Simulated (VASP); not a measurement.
Wanted: the native input for a VASP 6.6.1 run.

```
Task                   : relaxation of cell and atoms
Functional             : PBE
Potentials or basis    : VASP PAW PBE potentials, release 64 (La)
Cutoff                 : 600 eV
k mesh                 : 13 × 13 × 13
Occupations            : fermi-dirac, width 0.08 eV
Spin                   : no spin polarisation
Target pressure        : 0.16 GPa
Dipole correction      : no
Further INCAR settings : ALGO = Normal; EDIFF = 1e-07; IBRION = 2; EDIFFG = -0.005; NSW = 60; ISIF = 3
```

The structure of La lies in POSCAR:

```
La
1.0
   -2.1102491946      2.1102491946      2.1102491946
    2.1102491946     -2.1102491946      2.1102491946
    2.1102491946      2.1102491946     -2.1102491946
La
1
Direct
    0.0000000000      0.0000000000      0.0000000000
```

The input as run:

INCAR

```
PREC     = Accurate       # precision mode
ENCUT    = 600            # plane-wave cutoff, eV
EDIFF    = 1E-7           # SCF threshold, eV
ISMEAR   = -1             # smearing method
SIGMA    = 0.08           # smearing width, eV
LREAL    = False          # projectors in reciprocal space
LASPH    = True           # aspherical terms in the spheres
NELM     = 80             # most SCF steps
ALGO     = Normal         # electronic algorithm
ISIF     = 3              # what is computed and relaxed
LWAVE    = False          # write WAVECAR
LCHARG   = False          # write CHGCAR
GGA      = PE             # functional
IBRION   = 2              # ionic algorithm
NSW      = 60             # ionic steps
EDIFFG   = -0.005         # ionic threshold
PSTRESS  = 1.6
```

KPOINTS

```
Automatic mesh
0
Gamma
  13 13 13
```

Potentials or basis: VASP PAW PBE potentials, release 64 (La).

Run with:

```bash
$ cat potpaw_PBE.64/La/POTCAR > POTCAR
$ mpirun -np 1 vasp_std > vasp.out
```

Results of the run:

- Relaxed volume: 37.64 Å³/atom
- Relaxed cell: a = 3.657 Å, b = 3.657 Å, c = 3.657 Å, α = 109.47°, β = 109.47°, γ = 109.47°
- Space group after relaxing (to 0.05 Å): Im-3m (No. 229)
- Energy change on relaxing (the enthalpy is what falls): -0.1 meV/atom
- Ionic steps: 2
- Pressure after relaxing: 0.2 GPa

Caveat: the cell is relaxed towards a set pressure, so the enthalpy falls and the energy may rise.

It took 52 s on 1 thread of AMD EPYC 9R45 96-Core Processor (Zen 5), with other jobs on the host, peak memory 0.19 GiB.
